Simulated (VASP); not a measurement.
Here is a VASP 6.6.1 calculation.

Contents of INCAR:

```
  ALGO = Normal
  EDIFF = 1E-7
  EDIFFG = -0.005
  ENCUT = 600
  GGA = PS
  IBRION = 2
  ISIF = 3
  ISMEAR = 0
  LASPH = True
  LCHARG = False
  LREAL = False
  LWAVE = False
  NELM = 80
  NSW = 100
  PREC = Accurate
  SIGMA = 0.1
```

Contents of KPOINTS:

```
k-points
0
Gamma
  18 18 18
```

File POSCAR:

```
Ta
1.0
   -1.6549278069      1.6549278069      1.6549278069
    1.6549278069     -1.6549278069      1.6549278069
    1.6549278069      1.6549278069     -1.6549278069
Ta
1
Direct
    0.0000000000      0.0000000000      0.0000000000
```

Potentials or basis: VASP PAW PBE potentials, release 64 (Ta_pv).

The run is started by

```console
$ cat potpaw_PBE.64/Ta_pv/POTCAR > POTCAR
$ mpirun -np 1 vasp_std > vasp.out
```

Task: Predict the relaxed volume.

Result: 17.67 Å³/atom.

Task: What does it give for the space group after relaxing (to 0.05 Å)?

Result: Im-3m (No. 229).

Task: Predict the relaxed cell.

Result: a = 2.842 Å, b = 2.842 Å, c = 2.842 Å, α = 109.47°, β = 109.47°, γ = 109.47°.

Final structure:
```cif
data_structure
_symmetry_space_group_name_H-M 'P 1'
_symmetry_Int_Tables_number 1
_cell_length_a 2.8419
_cell_length_b 2.8419
_cell_length_c 2.8419
_cell_angle_alpha 109.471
_cell_angle_beta 109.471
_cell_angle_gamma 109.471
_cell_volume 17.67
loop_
_atom_site_label
_atom_site_type_symbol
_atom_site_fract_x
_atom_site_fract_y
_atom_site_fract_z
_atom_site_occupancy
Ta1 Ta 0.00000 0.00000 0.00000 1
```

Caveat: the PAW data sets were made with another functional, which shifts forces and pressure a little.
